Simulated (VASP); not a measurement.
Write the native input for VASP 6.6.1 that does the following.

```yaml
Task: single point
Functional: PBEsol
Potentials_or_basis: VASP PAW PBE potentials, release 64 (C)
Cutoff: 520 eV
k_mesh: 20 × 20 × 20
Occupations: fermi-dirac, width 0.1 eV
Spin: no spin polarisation
Dipole_correction: no
Further_INCAR_settings: ALGO = Normal; EDIFF = 1e-07; NBANDS = 8
```

The structure of C lies in POSCAR:

```
C
1.0
    0.0000000000      1.5380222939      1.5380222939
    1.5380222939      0.0000000000      1.5380222939
    1.5380222939      1.5380222939      0.0000000000
C
1
Direct
    0.0000000000      0.0000000000      0.0000000000
```

This cell differs from its parent crystal: volume scaled by 1.04.

One way to write it, as run:

INCAR

```
PREC = Accurate
ENCUT = 520
EDIFF = 1E-7
ISMEAR = -1
SIGMA = 0.1
LREAL = False
LASPH = True
NELM = 100
ALGO = Normal
ISIF = 2
LWAVE = False
LCHARG = True
GGA = PS
LELF = True
LVHAR = True
NBANDS = 8
```

KPOINTS

```
Automatic mesh
0
Gamma
  20 20 20
```

Potentials or basis: VASP PAW PBE potentials, release 64 (C).

Command:

```sh
$ cat potpaw_PBE.64/C/POTCAR > POTCAR
$ mpirun -np 1 vasp_std > vasp.out
```

It gave:

```json
{
 "Pressure": "-6.2 GPa",
 "Band gap on the k mesh": "zero (band 2 reaches 15.71 eV, above the bottom of band 3 at 4.10 eV)"
}
```

Caveat: the PAW data sets were made with another functional, which shifts forces and pressure a little.

Wall time 4.3 s on 1 thread of Intel Xeon 6975P-C, with other jobs on the host, peak memory 0.12 GiB.
